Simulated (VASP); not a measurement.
Crystal: AlNi3.

```
CELL_PARAMETERS angstrom
5.00912 0.00000 0.00000
-2.50456 4.33802 0.00000
0.00000 0.00000 4.04026
ATOMIC_POSITIONS crystal
Al 0.66667 0.33333 0.25000
Al 0.33333 0.66667 0.75000
Ni 0.32852 0.16426 0.75000
Ni 0.83574 0.16426 0.75000
Ni 0.83574 0.67148 0.75000
Ni 0.67148 0.83574 0.25000
Ni 0.16426 0.83574 0.25000
Ni 0.16426 0.32852 0.25000
```

* Program: VASP 6.6.1
* Task: relaxation of cell and atoms
* Functional: PBE
* Potentials or basis: VASP PAW PBE potentials, release 64 (Al, Ni)
* Cutoff: 600 eV
* k mesh: 6 × 6 × 4
* Occupations: gaussian, width 0.1 eV
* Spin: collinear spin, ferromagnetic start
* Starting moments: [0.0, 0.0, 0.21, 0.21, 0.21, 0.21, 0.21, 0.21] μB

At the start: pressure 6.8 GPa; volume 10.97 Å³/atom.

Problem. How do energy, volume and symmetry change on relaxing?

Solution. Over 7 steps the energy falls by 6.7 meV/atom and the volume is 11.35 Å³/atom (+3.5 %); space group P6_3/mmc (No. 194, to 0.1 Å) before and after; moment 0.00 μB per cell.

Step by step:
```
step  energy change (eV)  largest force (eV/Å)  pressure (GPa)  volume (Å³)
   1              0.0000                0.1213            6.79        87.79
   2             -0.0018                0.0182           -5.39        93.83
   3             -0.0528                0.0492            0.59        90.68
   4             -0.0530                0.0414           -0.29        91.01
   5             -0.0531                0.0435           -0.11        90.92
   6             -0.0531                0.0450            0.01        90.86
   7             -0.0539                0.0125            0.05        90.84
```

Final structure:
```
CELL_PARAMETERS angstrom
5.07213 0.00000 0.00000
-2.53607 4.39260 0.00000
0.00000 0.00000 4.07713
ATOMIC_POSITIONS crystal
Al 0.66667 0.33333 0.25000
Al 0.33333 0.66667 0.75000
Ni 0.32967 0.16483 0.75000
Ni 0.83517 0.16483 0.75000
Ni 0.83517 0.67033 0.75000
Ni 0.67033 0.83517 0.25000
Ni 0.16483 0.83517 0.25000
Ni 0.16483 0.32967 0.25000
```

Caveat: the k points lie up to 0.39 Å⁻¹ apart in the final cell, too coarse for converged energies and pressures of a metal.
